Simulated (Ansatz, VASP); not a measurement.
**Two plane-wave programs on Mg5Be4ZnTe8Se2**

The input INCAR:

```
SYSTEM = Mg5Be4ZnTe8Se2
  PREC = Accurate
  ENCUT = 600
  EDIFF = 1E-6
  ISMEAR = 0
  SIGMA = 0.1
  LREAL = Auto
  LASPH = .TRUE.
  NELM = 60
  ALGO = Normal
  ISIF = 3
  LWAVE = .FALSE.
  LCHARG = .FALSE.
  GGA = PE
  IBRION = 2
  NSW = 45
  EDIFFG = -0.04
  ISYM = 0
```

File KPOINTS:

```
regular mesh
0
G
  3 3 2
  0 0 0
```

File POSCAR:

```
Mg5Be4ZnTe8Se2
1.0
    2.9820083509      3.0152126844      5.8813278190
   -3.0144998599     -2.9836066639      5.8817705632
    9.2616045855     -6.2658829897      2.9006029535
Be Mg Zn Se Te
4 5 1 2 8
Direct
    0.3985018009      0.0054787321      0.2140922788
    0.3016163019      0.4884810522      0.3750086397
    0.8010976736      0.9878722463      0.3766893731
    0.8969711861      0.5043997711      0.2176335939
    0.2022249280      0.9913436467      0.5799125054
    0.0999783073      0.4975334258      0.7968184628
    0.6020463135      0.9976998325      0.7956908969
    0.9750942573      0.9945062329      0.0414422624
    0.4773310135      0.4926852051      0.0319190616
    0.7105081421      0.4969135219      0.5751885520
    0.7437407051      0.8586554826      0.2264978380
    0.2491572948      0.3574604781      0.2230270142
    0.6072121648      0.8806601212      0.5703069339
    0.5001299731      0.3964182633      0.7945697791
    0.9927527787      0.8949937564      0.8086091939
    0.3834467931      0.8950866532      0.0252609824
    0.6712222630      0.3596098233      0.3795638135
    0.1716399569      0.8563365275      0.3706941103
    0.0973298247      0.3914578769      0.5694945391
    0.8817232837      0.3951131675      0.0285066339
```

Input for Ansatz:

```yaml
crystal:
  lattice:
    - [2.9820083509, 3.0152126844, 5.881327819]
    - [-3.0144998599, -2.9836066639, 5.8817705632]
    - [9.2616045855, -6.2658829897, 2.9006029535]
  atoms:
    - { symbol: Be, position: [0.3985018009, 0.0054787321, 0.2140922788] }
    - { symbol: Be, position: [0.3016163019, 0.4884810522, 0.3750086397] }
    - { symbol: Be, position: [0.8010976736, 0.9878722463, 0.3766893731] }
    - { symbol: Be, position: [0.8969711861, 0.5043997711, 0.2176335939] }
    - { symbol: Mg, position: [0.202224928, 0.9913436467, 0.5799125054] }
    - { symbol: Mg, position: [0.0999783073, 0.4975334258, 0.7968184628] }
    - { symbol: Mg, position: [0.6020463135, 0.9976998325, 0.7956908969] }
    - { symbol: Mg, position: [0.9750942573, 0.9945062329, 0.0414422624] }
    - { symbol: Mg, position: [0.4773310135, 0.4926852051, 0.0319190616] }
    - { symbol: Zn, position: [0.7105081421, 0.4969135219, 0.575188552] }
    - { symbol: Se, position: [0.7437407051, 0.8586554826, 0.226497838] }
    - { symbol: Se, position: [0.2491572948, 0.3574604781, 0.2230270142] }
    - { symbol: Te, position: [0.6072121648, 0.8806601212, 0.5703069339] }
    - { symbol: Te, position: [0.5001299731, 0.3964182633, 0.7945697791] }
    - { symbol: Te, position: [0.9927527787, 0.8949937564, 0.8086091939] }
    - { symbol: Te, position: [0.3834467931, 0.8950866532, 0.0252609824] }
    - { symbol: Te, position: [0.671222263, 0.3596098233, 0.3795638135] }
    - { symbol: Te, position: [0.1716399569, 0.8563365275, 0.3706941103] }
    - { symbol: Te, position: [0.0973298247, 0.3914578769, 0.5694945391] }
    - { symbol: Te, position: [0.8817232837, 0.3951131675, 0.0285066339] }
  symmetry: { detect: false }
basis:
  ecutwfc: 420
kpoints:
  mp_grid: { grid: [3, 3, 2] }
hamiltonian:
  xc: pbe
scf:
  occupations: { method: gaussian, width: 0.1 }
  lower_state_search: "off"
output:
  forces: true
  stress: true
  eigenvalues: true
relax:
  adjacent_minimum: "off"
  f_tol: 0.04
  max_steps: 25
  cell: { stress_tol: 0.3 }
```

Alike in both runs: task relaxation of cell and atoms; functional PBE; k mesh 3 × 3 × 2; occupations gaussian, width 0.1 eV; no spin polarisation.

|  | VASP | Ansatz |
| --- | --- | --- |
| version | VASP 6.6.1 | Ansatz 0.2.0 |
| potentials or method | VASP PAW PBE potentials, release 64 (Be, Mg, Zn, Se, Te), cutoff 600 eV | scalar-relativistic, plane waves, PAW |
| valence electrons in the cell | 90 | 230 |

VASP gave:

| Item | Value |
| --- | --- |
| gap on the k mesh at the Fermi level, each at its own relaxed structure (eV) | 1.66 |
| relaxed volume (Å³/atom) | 27.41 |
| relaxed length of the cell vector where the two differ most in proportion (Å) | 7.251 |

**Question.** What did Ansatz give for the same quantities?

**Answer.** gap on the k mesh at the Fermi level, each at its own relaxed structure (eV): 1.66; relaxed volume (Å³/atom): 27.38; relaxed length of the cell vector where the two differ most in proportion (Å): 7.257.

VASP's potentials hold 90 valence electrons a cell and Ansatz's 230, so a difference there can come from the potentials and not from the codes.

Spin-orbit coupling is off throughout.
